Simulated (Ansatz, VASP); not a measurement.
**Two plane-wave programs on BeTe**

INCAR

```
PREC = Accurate
ENCUT = 520
EDIFF = 1E-8
ISMEAR = -1
SIGMA = 0.05
LREAL = False
LASPH = True
NELM = 60
ALGO = Normal
ISIF = 2
LWAVE = False
LCHARG = False
GGA = PE
LEFG = True
NBANDS = 11
```

File KPOINTS:

```
regular mesh
0
Gamma
  11 11 11
```

Contents of POSCAR:

```
BeTe
1.0
    0.0000000000      2.7928936002      2.7928936002
    2.7928936002      0.0000000000      2.7928936002
    2.7928936002      2.7928936002      0.0000000000
Be Te
1 1
Direct
    0.0000000000      0.0000000000      0.0000000000
    0.7500000000      0.7500000000      0.7500000000
```

Input for Ansatz:

```yaml
crystal:
  lattice:
    - [0.0, 2.7928936002, 2.7928936002]
    - [2.7928936002, 0.0, 2.7928936002]
    - [2.7928936002, 2.7928936002, 0.0]
  atoms:
    - { symbol: Be, position: [0.0, 0.0, 0.0] }
    - { symbol: Te, position: [0.75, 0.75, 0.75] }
kpoints:
  mp_grid: { grid: [11, 11, 11] }
scf:
  occupations: { method: fermi_dirac, width: 0.05 }
hamiltonian:
  xc: pbe
  pseudopotentials: { kind: paw }
output:
  forces: true
  stress: true
  eigenvalues: true
  efg: { contact_densities: true }
```

Change from the starting cell: volume scaled by 1.025, PAW files.

Alike in both runs: task electric field gradients; functional PBE; k mesh 11 × 11 × 11; occupations fermi-dirac, width 0.05 eV; no spin polarisation.

|  | VASP | Ansatz |
| --- | --- | --- |
| version | VASP 6.6.1 | Ansatz 0.2.0 |
| potentials or method | VASP PAW PBE potentials, release 64 (Be, Te) | PAW with Ansatz's default frozen-core files, scalar-relativistic |
| plane-wave cutoff (eV) | 520 | 420 |
| valence electrons in the cell | 8 | 18 |

Ansatz gave:

| Item | Value |
| --- | --- |
| gap on the k mesh at the Fermi level (eV) | 1.95 |
| pressure (GPa) | 2.6 |

Problem. Which values does VASP return?

Solution. gap on the k mesh at the Fermi level (eV): 1.94; pressure (GPa): 2.7.

The functional is the same, so the differences come from potentials, cutoffs and numerics. VASP's potentials hold 8 valence electrons a cell and Ansatz's 18, so a difference there can come from the potentials and not from the codes.

Spin-orbit coupling is off throughout.
